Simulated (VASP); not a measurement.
A run of VASP 6.6.1:

Contents of INCAR:

```
SYSTEM = Si
ALGO = Normal ; EDIFF = 1E-6
ENCUT = 520 ; GGA = PE
ISIF = 2 ; ISMEAR = 0
LASPH = .TRUE. ; LCHARG = .TRUE.
LELF = .TRUE. ; LREAL = Auto
LVHAR = .TRUE. ; LWAVE = .FALSE.
NBANDS = 48 ; NELM = 60
PREC = Accurate ; SIGMA = 0.05
```

The input KPOINTS:

```
k-points
0
G
  2 2 2
  0 0 0
```

Contents of POSCAR:

```
Si
1.0
    0.0000000000      5.4300000000      5.4300000000
    5.4300000000      0.0000000000      5.4300000000
    5.4300000000      5.4300000000      0.0000000000
Si
17
Direct
   -0.0063536530      0.0021657223      0.0019512857
    0.1218497702      0.1279923274      0.1280138932
    0.0004209016     -0.0012361721      0.5002761410
    0.1220852716      0.1281607210      0.6216243714
    0.0003349865      0.5003360455     -0.0010637352
    0.1219858172      0.6219924565      0.1280365498
    0.0005178751      0.5005211730      0.5003134064
    0.1249936094      0.6249916544      0.6251010446
    0.5019440422      0.0019457364      0.0018079761
    0.6250786671      0.1250941705      0.1241062442
    0.5023975875      0.0024017948      0.4926510466
    0.6280594944      0.1280589961      0.6215624941
    0.5021587267      0.4936616506      0.0019483908
    0.6279927169      0.6218529214      0.1280138331
    0.4987665634      0.5004213557      0.5002756170
    0.6281582941      0.6220912679      0.6216236412
    0.3750917289      0.8751063785      0.8741179000
```

Potentials or basis: VASP PAW PBE potentials, release 64 (Si).

Launch:

```bash
$ cat potpaw_PBE.64/Si/POTCAR > POTCAR
$ mpirun -np 1 vasp_std > vasp.out
```

Hardware: 1 thread of AMD EPYC 9R45 96-Core Processor (Zen 5) (shared host).

Task: Estimate the wall time of this run.

Result: It took 2.6 min on 1 thread of AMD EPYC 9R45 96-Core Processor (Zen 5) (shared host), peak memory 0.43 GiB. Counts: scf iterations 14, k points 8.
